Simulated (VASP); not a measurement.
A run of VASP 6.6.1 is set up as follows.

Contents of INCAR:

```
PREC = Accurate ; ENCUT = 520
EDIFF = 1E-6 ; ISMEAR = -1
SIGMA = 0.05 ; LREAL = F
LASPH = T ; NELM = 100
ALGO = Normal ; ISIF = 2
LWAVE = F ; LCHARG = F
GGA = CA ; NBANDS = 21
```

File KPOINTS:

```
regular mesh
0
Gamma
  10 10 5
```

Contents of POSCAR:

```
Ru
1.0
    2.6813514024      0.0000000000      0.0000000000
   -1.3406757012      2.3221184310      0.0000000000
    0.0000000000      0.0000000000      4.2432103496
Ru
2
Direct
    0.3333333333      0.6666666667      0.2500000000
    0.6666666667      0.3333333333      0.7500000000
```

Potentials or basis: VASP PAW LDA potentials, release 64 (Ru_pv).

Run with:

```console
$ cat potpaw_LDA.64/Ru_pv/POTCAR > POTCAR
$ mpirun -np 1 vasp_std > vasp.out
```

Problem. Estimate the band gap on the k mesh.

Solution. Zero (band 14 reaches 14.75 eV, above the bottom of band 15 at 11.52 eV).

Problem. Predict the pressure.

Solution. -2.4 GPa.

Stress tensor (GPa, compression positive):
```
-0.87  0.00  0.00
 0.00 -0.87  0.00
 0.00  0.00 -5.46
```
